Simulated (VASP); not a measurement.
A run of VASP 6.6.1:

INCAR

```
PREC     = Accurate       # precision mode
ENCUT    = 520            # plane-wave cutoff, eV
EDIFF    = 1E-6           # SCF threshold, eV
ISMEAR   = 0              # smearing method
SIGMA    = 0.15           # smearing width, eV
LREAL    = False          # projectors in reciprocal space
LASPH    = True           # aspherical terms in the spheres
NELM     = 100            # most SCF steps
ALGO     = Fast           # electronic algorithm
ISIF     = 2              # what is computed and relaxed
LWAVE    = False          # write WAVECAR
LCHARG   = True           # write CHGCAR
GGA      = PE             # functional
LELF     = True           # ELF
LVHAR    = True         
NBANDS   = 16             # bands
```

The input KPOINTS:

```
regular mesh
0
Gamma
  10 10 14
```

The input POSCAR:

```
Al2Cu
1.0
    4.2311976689      0.0000000000      0.0000000000
    0.0000000000      4.2311976689      0.0000000000
    0.0000000000      0.0000000000      2.8847334069
Al Cu
2 1
Direct
    0.5000000000      0.0058614588      0.5000000000
    0.0000000000      0.4741577779      0.5000000000
    0.0000000000      0.0084838028      0.0000000000
```

Potentials or basis: VASP PAW PBE potentials, release 64 (Al, Cu).

Launch:

```bash
$ cat potpaw_PBE.64/Al/POTCAR potpaw_PBE.64/Cu/POTCAR > POTCAR
$ mpirun -np 1 vasp_std > vasp.out
```

Hardware: 1 thread of Intel(R) Xeon(R) 6975P-C (Granite Rapids) (shared host).

How long does it take, and how much memory?

Wall time 81 s on 1 thread of Intel(R) Xeon(R) 6975P-C (Granite Rapids), with other jobs on the host, peak memory 0.33 GiB. Counts: scf iterations 18, k points 288.
